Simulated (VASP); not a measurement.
# Ag (Fm-3m) in VASP: notebook, part 2 of 2

VASP 6.6.1. Earlier steps stand in the parts before.

### Step 5. Relaxation of cell and atoms, PBE

Contents of INCAR:

```
SYSTEM = Ag
  ALGO = Normal
  EDIFF = 1E-7
  EDIFFG = -0.002
  ENCUT = 600
  GGA = PE
  IBRION = 2
  ISIF = 3
  ISMEAR = 0
  LASPH = .True.
  LCHARG = .False.
  LREAL = .False.
  LWAVE = .False.
  NELM = 100
  NSW = 100
  PREC = Accurate
  SIGMA = 0.1
```

Contents of KPOINTS:

```
k-points
0
Gamma
  18 18 18
  0 0 0
```

Contents of POSCAR:

```
Ag
1.0
    0.0000000000      2.0675000000      2.0675000000
    2.0675000000      0.0000000000      2.0675000000
    2.0675000000      2.0675000000      0.0000000000
Ag
1
Direct
    0.0000000000      0.0000000000      0.0000000000
```

Potentials or basis: VASP PAW PBE potentials, release 64 (Ag).

Launch:

```console
$ cat potpaw_PBE.64/Ag/POTCAR > POTCAR
$ mpirun -np 1 vasp_std > vasp.out
```

OUTCAR:

```text
SYSTEM = Ag
   EDIFF = 1E-7
   EDIFFG = -0.002
   ENCUT = 600
   GGA = PE
   IBRION = 2
   ISIF = 3
   ISMEAR = 0
   LASPH = .True.
   LREAL = .False.
   NELM = 100
   NSW = 100
   PREC = Accurate

 ion  position               nearest neighbor table
   1  0.000  0.000  0.000-

  LATTYP: Found a face centered cubic cell.
 ALAT       =     4.1350000000

  Lattice vectors:

 A1 = (   0.0000000000,   2.0675000000,   2.0675000000)
 A2 = (   2.0675000000,   0.0000000000,   2.0675000000)
 A3 = (   2.0675000000,   2.0675000000,   0.0000000000)

Analysis of symmetry for initial positions (statically):
=====================================================================
 Subroutine PRICEL returns:
 Original cell was already a primitive cell.

 Routine SETGRP: Setting up the symmetry group for a
 face centered cubic supercell.

 Subroutine GETGRP returns: Found 48 space group operations
 (whereof 48 operations were pure point group operations)
 out of a pool of 48 trial point group operations.

The static configuration has the point symmetry O_h .

Analysis of symmetry for dynamics (positions and initial velocities):
=====================================================================
 Subroutine PRICEL returns:
 Original cell was already a primitive cell.

 Routine SETGRP: Setting up the symmetry group for a
 face centered cubic supercell.

 Subroutine GETGRP returns: Found 48 space group operations
 (whereof 48 operations were pure point group operations)
 out of a pool of 48 trial point group operations.

The dynamic configuration has the point symmetry O_h .

 Subroutine INISYM returns: Found 48 space group operations
 (whereof 48 operations are pure point group operations),
 and found     1 'primitive' translations

----------------------------------------------------------------------------------------

                                     Primitive cell

  volume of cell :      17.6753

  direct lattice vectors                    reciprocal lattice vectors
     0.000000000  2.067500000  2.067500000    -0.241837969  0.241837969  0.241837969
     2.067500000  0.000000000  2.067500000     0.241837969 -0.241837969  0.241837969
     2.067500000  2.067500000  0.000000000     0.241837969  0.241837969 -0.241837969

  length of vectors
     2.923886540  2.923886540  2.923886540     0.418875649  0.418875649  0.418875649

  position of ions in fractional coordinates (direct lattice)
     0.000000000  0.000000000  0.000000000

  ion indices of the primitive-cell ions
   primitive index   ion index
                 1           1

----------------------------------------------------------------------------------------

 KPOINTS: k-points

Automatic generation of k-mesh.
 Grid dimensions read from file:
 generate k-points for:   18   18   18

 Generating k-lattice:

[... 21 lines left out ...]
  0.166667  0.000000  0.000000      8.000000
  0.222222  0.000000  0.000000      8.000000
  0.277778  0.000000  0.000000      8.000000
[... 16 lines left out ...]
 -0.277778  0.055556  0.000000     24.000000
 -0.222222  0.055556  0.000000     24.000000
 [... further k-points ...]
   k-points           NKPTS =    195   k-points in BZ     NKDIM =    195   number of bands    NBANDS=      9
   number of dos      NEDOS =    301   number of ions     NIONS =      1
   total plane-waves  NPLWV =  13824
   dimension x,y,z NGX =    24 NGY =   24 NGZ =   24
   dimension x,y,z NGXF=    48 NGYF=   48 NGZF=   48
   ions per type =               1
   NGX,Y,Z   is equivalent  to a cutoff of  13.65, 13.65, 13.65 a.u.
   NGXF,Y,Z  is equivalent  to a cutoff of  27.29, 27.29, 27.29 a.u.
 SYSTEM =  Ag
   PREC   = accura    normal or accurate (medium, high low for compatibility)
   ISTART =      0    job   : 0-new  1-cont  2-samecut
   ICHARG =      2    charge: 1-file 2-atom 10-const
   ISPIN  =      1    spin polarized calculation?
   LNONCOLLINEAR =      F non collinear calculations
   LSORBIT =      F    spin-orbit coupling
   LASPH  =      T    aspherical Exc in radial PAW
   ENCUT  =  600.0 eV  44.10 Ry    6.64 a.u.   5.84  5.84  5.84*2*pi/ulx,y,z
   NELM   =    100;   NELMIN=  2; NELMDL= -5     # of ELM steps
   EDIFF  = 0.1E-06   stopping-criterion for ELM
   LREAL  =      F    real-space projection
   EDIFFG = -.2E-02   stopping-criterion for IOM
   NSW    =    100    number of steps for IOM
   IBRION =      2    ionic relax: 0-MD 1-quasi-New 2-CG
   NFREE  =      1    steps in history (QN), initial steepest desc. (CG)
   ISIF   =      3    stress and relaxation
   ISYM   =      2    0-nonsym 1-usesym 2-fastsym
   POTIM  = 0.5000    time-step for ionic-motion
   TEBEG  =    0.0;   TEEND  =   0.0 temperature during run
   PSTRESS=    0.0 pullay stress
   NELECT =      11.0000    total number of electrons
   NUPDOWN=      -1.0000    fix difference up-down
   EMIN   =  10.00;   EMAX   =-10.00  energy-range for DOS
   EFERMI =   0.00;   METHOD = LEGACY
   ISMEAR =     0;   SIGMA  =   0.10  broadening in eV -4-tet -1-fermi 0-gaus
   EFERMI_NEDOS =   21; number of points for ismear=-14 and -15
   IALGO  =     38    algorithm
   IMIX   =      4    mixing-type and parameters
     AMIX     =   0.40;   BMIX     =  1.00
     AMIX_MAG =   1.60;   BMIX_MAG =  1.00
  volume/ion in A,a.u.               =      17.68       119.28
  Fermi-wavevector in a.u.,A,eV,Ry     =   1.397709  2.641288 26.580226  1.953591
  Thomas-Fermi vector in A             =   2.520939
   LORBIT       =      0    0 simple, 1 ext, 2 COOP (PROOUT), +10 PAW based schemes
   GGA     = PE    functional components
   LHFCALC =     F    Hartree Fock is set to
   AEXX    =    0.0000 exact exchange contribution
   IVDW    =     0    specifies the selected vdW correction
   LEPSILON=     F    determine dielectric tensor
   LRPA    =     F    only Hartree local field effects (RPA)
 conjugate gradient relaxation of ions
 non-spin polarized calculation
 Gauss-broadening in eV      SIGMA  =   0.10
  energy-cutoff  :      600.00
  volume of cell :       17.68
 maximum number of plane-waves:       609
   NGX = 11   NGY = 11   NGZ = 11

--------------------------------------- Ionic step        1  -------------------------------------------

 number of electron      10.9999999 magnetization

 Free energy of the ion-electron system (eV)
  ---------------------------------------------------
  ext. energy  EPLUGINS =         0.00000000
  ---------------------------------------------------
  free energy    TOTEN  =        -2.72018844 eV

  energy without entropy =       -2.71913373  energy(sigma->0) =       -2.71966109

------------------------ aborting loop because EDIFF is reached ----------------------------------------

  FORCE on cell =-STRESS in cart. coord.  units (eV):
  Direction    XX          YY          ZZ          XY          YZ          ZX
  --------------------------------------------------------------------------------------
  -------------------------------------------------------------------------------------
  Total        0.0769644      0.0769644      0.0769644      0.0000000      0.0000000      0.0000000
  in kB        6.9764419      6.9764419      6.9764419      0.0000000      0.0000000      0.0000000
  external PRESSURE =       6.9764419 kB  Pullay stress =       0.0000000 kB
[... 57 lines left out ...]
--------------------------------------- Ionic step        3  -------------------------------------------

 number of electron      11.0000000 magnetization

 Free energy of the ion-electron system (eV)
  ---------------------------------------------------
  ext. energy  EPLUGINS =         0.00000000
  ---------------------------------------------------
  free energy    TOTEN  =        -2.72046736 eV

  energy without entropy =       -2.71938742  energy(sigma->0) =       -2.71992739

 E-fermi :   7.8104     XC(G=0): -11.9533

 val. band max:        7.7799422741   @ k =   0.5000   0.1667   0.0556
 cond. band min:       7.9209697175   @ k =   0.5000   0.3333   0.1111
 fundamental gap:      0.1410274435
 Fermi energy:         7.8104186905

 k-point     1 :       0.0000    0.0000    0.0000
  band No.  band energies     occupation
      1       0.3871      2.00000
      2       3.1876      2.00000
      3       3.1876      2.00000
      4       3.1876      2.00000
      5       4.1446      2.00000
      6       4.1446      2.00000
      7      23.7660      0.00000
      8      27.0880      0.00000
      9      27.0880      0.00000
[... 265 lines left out ...]
 k-point    24 :      -0.2222    0.0556    0.0000
  band No.  band energies     occupation
      1       1.7491      2.00000
      2       3.2121      2.00000
      3       3.4155      2.00000
      4       3.4422      2.00000
      5       4.1035      2.00000
      6       4.4470      2.00000
      7      19.0758      0.00000
      8      23.8286      0.00000
      9      26.0471      0.00000

 [... further k-points ...]
[... 5 lines left out ...]
  --------------------------------------------------------------------------------------
  -------------------------------------------------------------------------------------
  Total       -0.0017059     -0.0017059     -0.0017059      0.0000000      0.0000000     -0.0000000
  in kB       -0.1534991     -0.1534991     -0.1534991      0.0000000      0.0000000     -0.0000000
  external PRESSURE =      -0.1534991 kB  Pullay stress =       0.0000000 kB
[... 16 lines left out ...]
  FREE ENERGIE OF THE ION-ELECTRON SYSTEM (eV)
  ---------------------------------------------------
  free  energy   TOTEN  =        -2.7204673584 eV

  energy  without entropy=       -2.7193874231  energy(sigma->0) =       -2.71992739

 reached required accuracy - stopping structural energy minimisation
```

OSZICAR:

```text
N       E                     dE             d eps       ncg     rms          rms(c)
DAV:   1     0.501328358848E+02    0.50133E+02   -0.62740E+03  3542   0.124E+03
DAV:   2    -0.256506811270E+01   -0.52698E+02   -0.50389E+02  3562   0.220E+02
DAV:   3    -0.296292342302E+01   -0.39786E+00   -0.39776E+00  4187   0.242E+01
DAV:   4    -0.296375495867E+01   -0.83154E-03   -0.83153E-03  3927   0.101E+00
[... 19 lines left out ...]
DAV:   1    -0.272270100306E+01   -0.23058E-02   -0.41623E-02  3558   0.251E+00    0.309E-01
DAV:   2    -0.272051596890E+01    0.21850E-02   -0.10100E-02  3553   0.109E+00    0.925E-02
DAV:   3    -0.272047459259E+01    0.41376E-04   -0.98021E-05  3590   0.990E-02    0.618E-02
DAV:   4    -0.272046742752E+01    0.71651E-05   -0.18273E-05  3724   0.407E-02    0.361E-03
DAV:   5    -0.272046735840E+01    0.69114E-07   -0.17127E-07  3678   0.443E-03
   3 F= -.27204674E+01 E0= -.27199274E+01  d E =-.278920E-03
```

It took 28 s on 1 thread of Intel Xeon Platinum 8488C (Sapphire Rapids), shared host; peak memory 0.17 GiB.

Results:

| Quantity | Value |
| --- | --- |
| Free energy | -2.7205 eV |
| Relaxed volume | 17.81 Å³/atom |
| Relaxed cell | a = 2.931 Å, b = 2.931 Å, c = 2.931 Å, α = 60.00°, β = 60.00°, γ = 60.00° |
| Space group after relaxing (to 0.05 Å) | Fm-3m (No. 225) |
| Energy gained by relaxing | 0.3 meV/atom |
| Ionic steps | 3 |
| Pressure after relaxing | 0.0 GPa |

The path:
```csv
step,energy change (eV),largest force (eV/Å),pressure (GPa),volume (Å³)
1,0.0000,0.0000,0.70,17.68
2,-0.0002,0.0000,-0.34,17.87
3,-0.0003,0.0000,-0.02,17.81
```

Final structure:
```
CELL_PARAMETERS angstrom
0.00000 2.07256 2.07256
2.07256 0.00000 2.07256
2.07256 2.07256 0.00000
ATOMIC_POSITIONS crystal
Ag 0.00000 0.00000 0.00000
```

Levels at points of the mesh, in eV from the Fermi level:
| k point | band 2 | band 3 | band 4 | band 5 | band 6 | band 7 | band 8 | band 9 |
| --- | --- | --- | --- | --- | --- | --- | --- | --- |
| (0.00, 0.00, 0.00) | -4.62 | -4.62 | -4.62 | -3.67 | -3.67 | 15.96 | 19.28 | 19.28 |
| (0.50, 0.00, 0.00) | -4.64 | -4.64 | -2.93 | -2.93 | -0.25 | 3.40 | 15.18 | 17.46 |
| (0.50, 0.50, 0.00) | -6.01 | -2.96 | -2.74 | -2.74 | 1.68 | 6.44 | 10.48 | 10.48 |

### Step 6. Overview

```tsv
task	cell	k mesh	cutoff (eV)	smearing	gap on the mesh (eV)	pressure (GPa)
single point	a = 2.924 Å, angles 60.0°, 1 atom	8 × 8 × 8	520	gaussian 0.1 eV	none	1.2
single point	a = 2.933 Å, angles 60.0°, 1 atom	18 × 18 × 18	520	gaussian 0.1 eV	none	-0.2
single point	a = 2.934 Å, angles 60.0°, 1 atom	18 × 18 × 18	520	fermi-dirac 0.15 eV	none	-0.1
relaxation of cell and atoms	relaxed from a = 2.924 Å, angles 60.0°, 1 atom	18 × 18 × 18	600	gaussian 0.1 eV	none	0.0
```

Alike in all rows: level PBE; potentials or basis VASP PAW PBE potentials, release 64 (Ag); no spin polarisation.

Absolute energies hang on the potentials; compare differences alone.
